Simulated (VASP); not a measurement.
Set up this calculation in VASP 6.6.1, as the native input.

| Property | Result |
| --- | --- |
| Task | single point |
| Functional | PBEsol-based screened hybrid with 25 % exact exchange |
| Potentials or basis | VASP PAW PBE potentials, release 64 (Si, O) |
| Cutoff | 520 eV |
| k mesh | 5 × 5 × 5 |
| Occupations | fermi-dirac, width 0.05 eV |
| Spin | no spin polarisation |
| Dipole correction | no |
| Grid for exact exchange (PRECFOCK) | Normal |
| Share of exact exchange | 0.25 |
| Further INCAR settings | ALGO = Normal; EDIFF = 1e-07; NBANDS = 12 |
| Screening parameter | 0.207 1/Å |

Crystal: SiO.

```
CELL_PARAMETERS angstrom
2.77624 0.00000 0.00000
0.00000 2.77624 0.00000
0.00000 0.00000 2.77624
ATOMIC_POSITIONS crystal
Si 0.00000 0.00000 0.00000
O 0.50000 0.50000 0.50000
```

These files were run (other wordings do the same):

POSCAR

```
SiO
1.0
    2.7762359804      0.0000000000      0.0000000000
    0.0000000000      2.7762359804      0.0000000000
    0.0000000000      0.0000000000      2.7762359804
Si O
1 1
Direct
    0.0000000000      0.0000000000      0.0000000000
    0.5000000000      0.5000000000      0.5000000000
```

INCAR.step1

```
SYSTEM = SiO
  PREC = Accurate
  ENCUT = 520
  EDIFF = 1E-5
  ISMEAR = -1
  SIGMA = 0.05
  LREAL = .FALSE.
  LASPH = .TRUE.
  NELM = 60
  ALGO = Normal
  ISIF = 2
  LWAVE = .TRUE.
  LCHARG = .FALSE.
  GGA = PE
  NBANDS = 12
```

INCAR.step2

```
SYSTEM = SiO
  PREC = Accurate
  ENCUT = 520
  EDIFF = 1E-7
  ISMEAR = -1
  SIGMA = 0.05
  LREAL = .FALSE.
  LASPH = .TRUE.
  NELM = 60
  ALGO = Normal
  ISIF = 2
  LWAVE = .FALSE.
  LCHARG = .FALSE.
  GGA = PS
  LHFCALC = .TRUE.
  AEXX = 0.25
  HFSCREEN = 0.207
  PRECFOCK = Normal
  ISTART = 1
  NBANDS = 12
```

KPOINTS

```
Automatic mesh
0
G
  5 5 5
  0 0 0
```

Potentials or basis: VASP PAW PBE potentials, release 64 (Si, O).

Command:

```console
$ cat potpaw_PBE.64/Si/POTCAR potpaw_PBE.64/O/POTCAR > POTCAR
$ cp INCAR.step1 INCAR
$ mpirun -np 1 vasp_std > vasp.out
$ cp INCAR.step2 INCAR
$ mpirun -np 1 vasp_std > vasp.out
```

Results of the run:

* Pressure: 0.0 GPa
* Band gap on the k mesh: 0.85 eV (least direct gap 2.41 eV)

Caveat: the k points lie up to 0.45 Å⁻¹ apart; the PAW data sets were made with another functional, which shifts forces and pressure a little; an odd mesh through Γ misses points on the zone boundary, where band edges can lie.

Wall time 98 s on 1 thread of AMD EPYC 9R14 (Zen 4) (shared host), peak memory 0.2 GiB.
